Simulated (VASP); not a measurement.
# W (P-1) in VASP: notebook

Runs on W. Level: PBE. Tasks: single point.

Everything below comes from runs of VASP 6.6.1. Logs are shortened: lines on timing, memory, paths and dates and some standing lists are left out, and cuts for length are marked.

**1. The cell of the first run**

The typed cell holds 1 atom: a = 2.813 Å, b = 2.693 Å, c = 2.781 Å, α = 109.79°, β = 111.61°, γ = 106.53°.

**2. Single point, PBE**

Input file INCAR:

```
PREC = Accurate
ENCUT = 520
EDIFF = 1E-6
ISMEAR = -1
SIGMA = 0.1
LREAL = False
LASPH = True
NELM = 80
ALGO = Normal
ISIF = 2
LWAVE = False
LCHARG = True
GGA = PE
LELF = True
LVHAR = True
NBANDS = 13
```

Input file KPOINTS:

```
Automatic mesh
0
Gamma
  8 9 9
```

Input file POSCAR:

```
W
1.0
   -1.5859379250      1.5852490769      1.6986095106
    1.5359515144     -1.5318982924      1.5952822989
    1.6121141519      1.5580745194     -1.6452587261
W
1
Direct
    0.0000000000      0.0000000000      0.0000000000
```

Potentials or basis: VASP PAW PBE potentials, release 64 (W_sv).

Launch:

```
$ cat potpaw_PBE.64/W_sv/POTCAR > POTCAR
$ mpirun -np 1 vasp_std > vasp.out
```

OUTCAR:

```text
PREC = Accurate
   ENCUT = 520
   EDIFF = 1E-6
   ISMEAR = -1
   LREAL = False
   LASPH = True
   NELM = 80
   ISIF = 2
   GGA = PE

 ion  position               nearest neighbor table
   1  0.000  0.000  0.000-

  LATTYP: Found a triclinic cell.
 ALAT       =     2.7847667109
 B/A-ratio  =     1.6108011098
 C/A-ratio  =     0.9669492847
 COS(alpha) =     0.0021122429
 COS(beta)  =     0.3415092436
 COS(gamma) =     0.8062627758

  Lattice vectors:

 A1 = (  -1.5621277413,  -1.6114253039,  -1.6486330834)
 A2 = (  -3.1742418932,  -3.1694998233,  -0.0033743573)
 A3 = (  -1.5359515144,   1.5318982924,  -1.5952822989)

Analysis of symmetry for initial positions (statically):
=====================================================================
 Subroutine PRICEL returns:
 Original cell was already a primitive cell.

 Routine SETGRP: Setting up the symmetry group for a
 triclinic supercell.

 Subroutine GETGRP returns: Found  2 space group operations
 (whereof  2 operations were pure point group operations)
 out of a pool of  2 trial point group operations.

The static configuration has the point symmetry S_2 .

Analysis of symmetry for dynamics (positions and initial velocities):
=====================================================================
 Subroutine PRICEL returns:
 Original cell was already a primitive cell.

 Routine SETGRP: Setting up the symmetry group for a
 triclinic supercell.

 Subroutine GETGRP returns: Found  2 space group operations
 (whereof  2 operations were pure point group operations)
 out of a pool of  2 trial point group operations.

The dynamic configuration has the point symmetry S_2 .

 Subroutine INISYM returns: Found  2 space group operations
 (whereof  2 operations are pure point group operations),
 and found     1 'primitive' translations

----------------------------------------------------------------------------------------

                                     Primitive cell

  volume of cell :      16.2876

  direct lattice vectors                    reciprocal lattice vectors
    -1.585937925  1.585249077  1.698609511     0.002136620  0.313049528  0.298554239
     1.535951514 -1.531898292  1.595282299     0.322620650 -0.007924709  0.308616523
     1.612114152  1.558074519 -1.645258726     0.315026619  0.315516793 -0.000329707

  length of vectors
     2.813092250  2.692728179  2.780896352     0.432595892  0.446532242  0.445861779

  position of ions in fractional coordinates (direct lattice)
     0.000000000  0.000000000  0.000000000

  ion indices of the primitive-cell ions
   primitive index   ion index
                 1           1

----------------------------------------------------------------------------------------

 KPOINTS: Automatic mesh

Automatic generation of k-mesh.
 Grid dimensions read from file:
 generate k-points for:    8    9    9

 Generating k-lattice:

  Cartesian coordinates                     Fractional coordinates (reciprocal lattice)
     0.000267077  0.039131191  0.037319280     0.125000000 -0.000000000  0.000000000
     0.035846739 -0.000880523  0.034290725    -0.000000000  0.111111111  0.000000000
     0.035002958  0.035057421 -0.000036634    -0.000000000  0.000000000  0.111111111

  Length of vectors
     0.054074487  0.049614694  0.049540198

  Shift w.r.t. Gamma in fractional coordinates (k-lattice)
     0.000000000  0.000000000  0.000000000

 Subroutine IBZKPT returns following result:
 ===========================================

 Found    325 irreducible k-points:

 Following reciprocal coordinates:
            Coordinates               Weight
  0.000000  0.000000  0.000000      1.000000
  0.125000  0.000000 -0.000000      2.000000
  0.250000  0.000000 -0.000000      2.000000
  0.375000 -0.000000 -0.000000      2.000000
  0.500000  0.000000 -0.000000      1.000000
  0.000000  0.111111  0.000000      2.000000
[... 16 lines left out ...]
  0.125000  0.333333 -0.000000      2.000000
  0.250000  0.333333 -0.000000      2.000000
 [... further k-points ...]
   k-points           NKPTS =    325   k-points in BZ     NKDIM =    325   number of bands    NBANDS=     13
   number of dos      NEDOS =    301   number of ions     NIONS =      1
   total plane-waves  NPLWV =  11520
   dimension x,y,z NGX =    24 NGY =   20 NGZ =   24
   dimension x,y,z NGXF=    48 NGYF=   40 NGZF=   48
   ions per type =               1
   NGX,Y,Z   is equivalent  to a cutoff of  14.18, 12.35, 14.35 a.u.
   NGXF,Y,Z  is equivalent  to a cutoff of  28.37, 24.70, 28.70 a.u.
 SYSTEM =  unknown system
   PREC   = accura    normal or accurate (medium, high low for compatibility)
   ISTART =      0    job   : 0-new  1-cont  2-samecut
   ICHARG =      2    charge: 1-file 2-atom 10-const
   ISPIN  =      1    spin polarized calculation?
   LNONCOLLINEAR =      F non collinear calculations
   LSORBIT =      F    spin-orbit coupling
   LASPH  =      T    aspherical Exc in radial PAW
   ENCUT  =  520.0 eV  38.22 Ry    6.18 a.u.   5.23  5.01  5.17*2*pi/ulx,y,z
   NELM   =     80;   NELMIN=  2; NELMDL= -5     # of ELM steps
   EDIFF  = 0.1E-05   stopping-criterion for ELM
   LREAL  =      F    real-space projection
   EDIFFG = 0.1E-04   stopping-criterion for IOM
   NSW    =      0    number of steps for IOM
   IBRION =     -1    ionic relax: 0-MD 1-quasi-New 2-CG
   NFREE  =      0    steps in history (QN), initial steepest desc. (CG)
   ISIF   =      2    stress and relaxation
   ISYM   =      2    0-nonsym 1-usesym 2-fastsym
   POTIM  = 0.5000    time-step for ionic-motion
   TEBEG  =    0.0;   TEEND  =   0.0 temperature during run
   PSTRESS=    0.0 pullay stress
   NELECT =      14.0000    total number of electrons
   NUPDOWN=      -1.0000    fix difference up-down
   EMIN   =  10.00;   EMAX   =-10.00  energy-range for DOS
   EFERMI =   0.00;   METHOD = LEGACY
   ISMEAR =    -1;   SIGMA  =   0.10  broadening in eV -4-tet -1-fermi 0-gaus
   EFERMI_NEDOS =   21; number of points for ismear=-14 and -15
   IALGO  =     38    algorithm
   IMIX   =      4    mixing-type and parameters
     AMIX     =   0.40;   BMIX     =  1.00
     AMIX_MAG =   1.60;   BMIX_MAG =  1.00
  volume/ion in A,a.u.               =      16.29       109.91
  Fermi-wavevector in a.u.,A,eV,Ry     =   1.556559  2.941469 32.965207  2.422874
  Thomas-Fermi vector in A             =   2.660337
   LORBIT       =      0    0 simple, 1 ext, 2 COOP (PROOUT), +10 PAW based schemes
   GGA     = PE    functional components
   LHFCALC =     F    Hartree Fock is set to
   AEXX    =    0.0000 exact exchange contribution
   IVDW    =     0    specifies the selected vdW correction
   LEPSILON=     F    determine dielectric tensor
   LRPA    =     F    only Hartree local field effects (RPA)
 non-spin polarized calculation
  energy-cutoff  :      520.00
  volume of cell :       16.29
 maximum number of plane-waves:       452
 NGX is ok and might be reduce to    24
   NGX = 11   NGY =  9   NGZ = 11

 number of electron      14.0000000 magnetization

 Free energy of the ion-electron system (eV)
  ---------------------------------------------------
  ext. energy  EPLUGINS =         0.00000000
  ---------------------------------------------------
  free energy    TOTEN  =       -12.92915504 eV

  energy without entropy =      -12.91508447  energy(sigma->0) =      -12.92211976

 E-fermi :  10.9995     XC(G=0): -13.4849

 val. band max:       10.9809948566   @ k =   0.2500  -0.3333   0.3333
 cond. band min:      11.0128118362   @ k =   0.3750  -0.2222   0.2222
 fundamental gap:      0.0318169795
 Fermi energy:        10.9994755771

 k-point     1 :       0.0000    0.0000    0.0000
  band No.  band energies     occupation
      1     -63.1600      2.00000
      2     -26.8177      2.00000
      3     -26.7813      2.00000
      4     -26.6731      2.00000
      5       1.5713      2.00000
      6       9.3788      2.00000
      7       9.7912      1.99999
      8      10.4311      1.99322
      9      12.9240      0.00000
     10      13.6460      0.00000
     11      24.7951      0.00000
     12      25.8421      0.00000
     13      25.9926      0.00000

 k-point     2 :       0.1250    0.0000   -0.0000
  band No.  band energies     occupation
      1     -63.1449      2.00000
      2     -26.9815      2.00000
      3     -26.8260      2.00000
      4     -26.6851      2.00000
      5       2.2422      2.00000
      6       9.1691      2.00000
      7       9.5786      2.00000
      8      10.9335      1.31832
      9      12.7013      0.00000
     10      13.5573      0.00000
     11      25.8989      0.00000
     12      26.5367      0.00000
     13      27.0088      0.00000

 k-point     3 :       0.2500    0.0000   -0.0000
  band No.  band energies     occupation
      1     -63.1083      2.00000
      2     -27.3791      2.00000
      3     -26.9294      2.00000
      4     -26.6996      2.00000
      5       3.8190      2.00000
      6       8.5643      2.00000
      7       9.0498      2.00000
      8      12.6807      0.00000
      9      12.7309      0.00000
     10      13.6940      0.00000
     11      25.4690      0.00000
     12      26.7078      0.00000
     13      29.9518      0.00000
[... 305 lines left out ...]
 k-point    23 :       0.1250    0.3333   -0.0000
  band No.  band energies     occupation
      1     -63.0398      2.00000
      2     -27.7956      2.00000
      3     -27.1838      2.00000
      4     -26.8384      2.00000
      5       5.4885      2.00000
      6       8.1177      2.00000
      7       9.8100      1.99999
      8      12.6290      0.00000
      9      13.7064      0.00000
     10      16.5361      0.00000
     11      22.4434      0.00000
     12      24.4369      0.00000
     13      28.3269      0.00000

 k-point    24 :       0.2500    0.3333   -0.0000
  band No.  band energies     occupation
      1     -63.0241      2.00000
      2     -27.7379      2.00000
      3     -27.3983      2.00000
      4     -26.9086      2.00000
      5       6.6009      2.00000
      6       7.9701      2.00000
      7       9.1529      2.00000
      8      13.1463      0.00000
      9      13.7852      0.00000
     10      19.1333      0.00000
     11      20.5606      0.00000
     12      24.0688      0.00000
     13      27.3454      0.00000

 [... further k-points ...]
[... 5 lines left out ...]
  --------------------------------------------------------------------------------------
  -------------------------------------------------------------------------------------
  Total        0.3150882      0.2860728     -1.1390723     -0.2981738     -0.4317438      0.4690429
  in kB       30.9946382     28.1404480   -112.0484031    -29.3308000    -42.4698295     46.1388754
  external PRESSURE =     -17.6377723 kB  Pullay stress =       0.0000000 kB

 VOLUME and BASIS-vectors are now :
 -----------------------------------------------------------------------------
  energy-cutoff  :      520.00
  volume of cell :       16.29
      direct lattice vectors                 reciprocal lattice vectors
    -1.585937925  1.585249077  1.698609511     0.002136620  0.313049528  0.298554239
     1.535951514 -1.531898292  1.595282299     0.322620650 -0.007924709  0.308616523
     1.612114152  1.558074519 -1.645258726     0.315026619  0.315516793 -0.000329707

 POSITION                                       TOTAL-FORCE (eV/Angst)
 -----------------------------------------------------------------------------------
      0.00000      0.00000      0.00000        -0.000000      0.000000     -0.000000
 -----------------------------------------------------------------------------------
    total drift:                                0.000000     -0.000000      0.000000

  FREE ENERGIE OF THE ION-ELECTRON SYSTEM (eV)
  ---------------------------------------------------
  free  energy   TOTEN  =       -12.9291550389 eV

  energy  without entropy=      -12.9150844732  energy(sigma->0) =      -12.92211976
```

Wall time 16 s (1 thread of Intel Xeon 6975P-C (Granite Rapids), shared host); peak memory 0.18 GiB.

What came out:

* Free energy: -12.9292 eV
* Pressure: -1.8 GPa
* Band gap on the k mesh: zero (band 7 reaches 15.12 eV, above the bottom of band 8 at 10.34 eV)

Caveat: spin-orbit coupling is left out, which moves the levels of the heavy elements.

**3. Single point, PBE**

This run uses another cell than the first one, of 16.37 Å³/atom, 1.005 times its volume.

Input file INCAR:

```
SYSTEM = W
  ALGO = Normal
  EDIFF = 1E-7
  ENCUT = 520
  GGA = PE
  ISIF = 2
  ISMEAR = -1
  LASPH = .True.
  LCHARG = .True.
  LELF = .True.
  LREAL = .False.
  LVHAR = .True.
  LWAVE = .False.
  NBANDS = 13
  NELM = 60
  PREC = Accurate
  SIGMA = 0.1
```

Input file KPOINTS:

```
k-points
0
Gamma
  8 9 9
  0 0 0
```

Input file POSCAR:

```
W
1.0
   -1.5885900000      1.5879000000      1.7014500000
    1.5385200000     -1.5344600000      1.5979500000
    1.6148100000      1.5606800000     -1.6480100000
W
1
Direct
    0.0000000000      0.0000000000      0.0000000000
```

Potentials or basis: VASP PAW PBE potentials, release 64 (W_sv).

Launch:

```
$ cat potpaw_PBE.64/W_sv/POTCAR > POTCAR
$ mpirun -np 1 vasp_std > vasp.out
```

Run time: 19 s. Hardware: 1 thread of Intel Xeon 6975P-C (Granite Rapids), shared host; peak memory 0.18 GiB.

It converged, with:

* Free energy: -12.9279 eV
* Pressure: -3.2 GPa
* Band gap on the k mesh: zero (band 7 reaches 15.02 eV, above the bottom of band 8 at 10.27 eV)

Stress tensor (GPa, compression positive):
```
  1.59  -2.89   4.53
 -2.89   1.30  -4.17
  4.53  -4.17 -12.53
```

Levels at points of the mesh, in eV from the Fermi level:
```csv
k point,band 4,band 5,band 6,band 7,band 8,band 9,band 10,band 11
"(0.00, 0.00, 0.00)",-37.69,-9.40,-1.61,-1.20,-0.56,1.92,2.63,13.79
"(0.50, 0.00, 0.00)",-37.72,-6.06,-3.28,0.27,2.00,3.34,5.64,10.07
```

Caveat: spin-orbit coupling is left out, which moves the levels of the heavy elements.

**4. Single point, PBE**

This run uses another cell than the first one, of 16.45 Å³/atom, 1.010 times its volume.

Input file INCAR:

```
ALGO     = Normal         # electronic algorithm
EDIFF    = 1E-6           # SCF threshold, eV
ENCUT    = 520            # plane-wave cutoff, eV
GGA      = PE             # functional
ISIF     = 2              # what is computed and relaxed
ISMEAR   = -1             # smearing method
LASPH    = True           # aspherical terms in the spheres
LCHARG   = False          # write CHGCAR
LREAL    = False          # projectors in reciprocal space
LWAVE    = False          # write WAVECAR
NBANDS   = 13             # bands
NELM     = 80             # most SCF steps
PREC     = Accurate       # precision mode
SIGMA    = 0.1            # smearing width, eV
```

Input file KPOINTS:

```
k-points
0
Gamma
  8 9 9
```

Input file POSCAR:

```
W
1.0
   -1.5912332495      1.5905421014      1.7042810368
    1.5410799382     -1.5370131827      1.6006088235
    1.6174968768      1.5632768101     -1.6507521182
W
1
Direct
    0.0000000000      0.0000000000      0.0000000000
```

Launch:

```
$ cat potpaw_PBE.64/W_sv/POTCAR > POTCAR
$ mpirun -np 1 vasp_std > vasp.out
```

It took 16 s on 1 thread of Intel Xeon 6975P-C (Granite Rapids), shared host; peak memory 0.18 GiB.

It converged, with:

```yaml
Free_energy: -12.9260 eV
Pressure: -4.7 GPa
Band_gap_on_the_k_mesh: zero (band 7 reaches 14.92 eV, above the bottom of band 8 at 10.20 eV)
```

Stress tensor (GPa, compression positive):
```
  0.07  -2.83   4.44
 -2.83  -0.21  -4.09
  4.44  -4.09 -13.85
```

Levels at points of the mesh, in eV from the Fermi level:
| k point | band 5 | band 6 | band 7 | band 8 | band 9 | band 10 |
| --- | --- | --- | --- | --- | --- | --- |
| (0.00, 0.00, 0.00) | -9.37 | -1.60 | -1.19 | -0.56 | 1.91 | 2.62 |
| (0.50, 0.00, 0.00) | -6.03 | -3.25 | 0.26 | 1.98 | 3.32 | 5.60 |

Caveat: spin-orbit coupling is left out, which moves the levels of the heavy elements.

**5. Overview**

| cell | gap on the mesh (eV) | pressure (GPa) |
| --- | --- | --- |
| a = 2.813, b = 2.693, c = 2.781 Å, angles 109.8, 111.6, 106.5°, 1 atom | none | -1.8 |
| a = 2.818, b = 2.697, c = 2.786 Å, angles 109.8, 111.6, 106.5°, 1 atom | none | -3.2 |
| a = 2.822, b = 2.702, c = 2.790 Å, angles 109.8, 111.6, 106.5°, 1 atom | none | -4.7 |

Alike in all rows: task single point; level PBE; potentials or basis VASP PAW PBE potentials, release 64 (W_sv); no spin polarisation; k mesh 8 × 9 × 9; cutoff (eV) 520; smearing fermi-dirac 0.1 eV.

Caveats: spin-orbit coupling is left out, which moves the levels of the heavy elements.

Total energies depend on the potentials used, so only differences within one code and one set of settings carry meaning.
